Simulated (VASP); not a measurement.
Write the native input for VASP 6.6.1 that does the following.

```
Task                   : relaxation of cell and atoms
Functional             : PBE
Potentials or basis    : VASP PAW PBE potentials, release 64 (Mg, Be, Se, O)
Cutoff                 : 600 eV
k mesh                 : 4 × 4 × 6
Occupations            : gaussian, width 0.1 eV
Spin                   : no spin polarisation
Dipole correction      : no
Further INCAR settings : ALGO = Normal; EDIFF = 1e-06; IBRION = 2; EDIFFG = -0.04; NSW = 90; ISIF = 3
```

The structure of MgBe2SeO2 lies in POSCAR:

```
MgBe2SeO2
1.0
    2.6509164900     -4.5897855200      0.0000000000
    2.6509164900      4.5897855200      0.0000000000
    0.0000000000      0.0000000000      3.0075841500
Mg Be Se O
1 2 1 2
Direct
    0.5000000000      0.5000000000      0.0000000000
    0.1669560000      0.8330440000      0.0000000000
    0.8330440000      0.1669560000      0.0000000000
    0.0000000000      0.0000000000      0.5000000000
    0.0000000000      0.5000000000      0.5000000000
    0.5000000000      0.0000000000      0.5000000000
```

These files were run (other wordings do the same):

INCAR

```
ALGO = Normal
EDIFF = 1E-6
EDIFFG = -0.04
ENCUT = 600
GGA = PE
IBRION = 2
ISIF = 3
ISMEAR = 0
LASPH = T
LCHARG = F
LREAL = F
LWAVE = F
NELM = 80
NSW = 90
PREC = Accurate
SIGMA = 0.1
```

KPOINTS

```
k-points
0
Gamma
  4 4 6
```

Potentials or basis: VASP PAW PBE potentials, release 64 (Mg, Be, Se, O).

Command:

```console
$ cat potpaw_PBE.64/Mg/POTCAR potpaw_PBE.64/Be/POTCAR potpaw_PBE.64/Se/POTCAR potpaw_PBE.64/O/POTCAR > POTCAR
$ mpirun -np 1 vasp_std > vasp.out
```

It gave:

| Item | Value |
| --- | --- |
| Relaxed volume | 13.03 Å³/atom |
| Relaxed cell | a = 6.878 Å, b = 6.878 Å, c = 2.491 Å, α = 90.00°, β = 90.00°, γ = 138.45° |
| Space group after relaxing (to 0.05 Å) | Cmmm (No. 65) |
| Energy gained by relaxing | 929.4 meV/atom |
| Ionic steps | 14 |
| Pressure after relaxing | 0.1 GPa |
| Largest force after relaxing | 0.027 eV/Å |
| Band gap on the k mesh | zero (band 12 reaches 5.36 eV, above the bottom of band 13 at 4.07 eV) |

Run time: 5.8 min on 1 thread of Intel(R) Xeon(R) Platinum 8375C CPU @ 2.90GHz (Ice Lake), on a shared host, peak memory 0.24 GiB.
